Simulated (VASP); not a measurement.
Crystal: In4Sb3As.

```
CELL_PARAMETERS angstrom
6.52661 0.00000 0.00000
0.00000 6.52661 0.00000
0.00000 0.00000 6.52661
ATOMIC_POSITIONS crystal
As 0.00000 0.00000 0.00000
In 0.75845 0.75845 0.75845
In 0.24155 0.24155 0.75845
In 0.24155 0.75845 0.24155
In 0.75845 0.24155 0.24155
Sb 0.50000 0.50000 0.00000
Sb 0.50000 0.00000 0.50000
Sb 0.00000 0.50000 0.50000
```

```yaml
Program: VASP 6.6.1
Task: relaxation of cell and atoms
Functional: r2SCAN
Potentials_or_basis: VASP PAW PBE potentials, release 64 (As, In_d, Sb)
Cutoff: 600 eV
k_mesh: 4 × 4 × 4
Occupations: fermi-dirac, width 0.02 eV
Spin: no spin polarisation
```

At the start: pressure -1.5 GPa; volume 34.75 Å³/atom.

**Question.** Where does the relaxation end?

**Answer.** Over 8 steps the energy falls by 6.0 meV/atom and the volume is 33.54 Å³/atom (-3.5 %); space group P-43m (No. 215, to 0.1 Å) before and after.

Step by step:
| step | energy change (eV) | largest force (eV/Å) | pressure (GPa) | volume (Å³) |
| --- | --- | --- | --- | --- |
| 1 | 0.0000 | 0.0001 | -1.51 | 278.01 |
| 2 | -0.0424 | 0.0251 | 0.60 | 265.05 |
| 3 | -0.0481 | 0.0189 | 0.01 | 268.24 |
| 4 | -0.0481 | 0.0185 | -0.01 | 268.44 |
| 5 | -0.0482 | 0.0112 | -0.03 | 268.43 |
| 6 | -0.0482 | 0.0005 | -0.04 | 268.42 |
| 7 | -0.0482 | 0.0066 | 0.01 | 268.22 |
| 8 | -0.0482 | 0.0048 | 0.00 | 268.29 |

Final structure:
```
As In Sb
1.0
     6.44965    0.00000    0.00000
     0.00000    6.44965    0.00000
     0.00000    0.00000    6.44965
As In Sb
1 4 3
Direct
  0.00000 0.00000 0.00000
  0.75867 0.75867 0.75867
  0.24133 0.24133 0.75867
  0.24133 0.75867 0.24133
  0.75867 0.24133 0.24133
  0.50000 0.50000 0.00000
  0.50000 0.00000 0.50000
  0.00000 0.50000 0.50000
```

Caveat: the PAW data sets were made with another functional, which shifts forces and pressure a little.
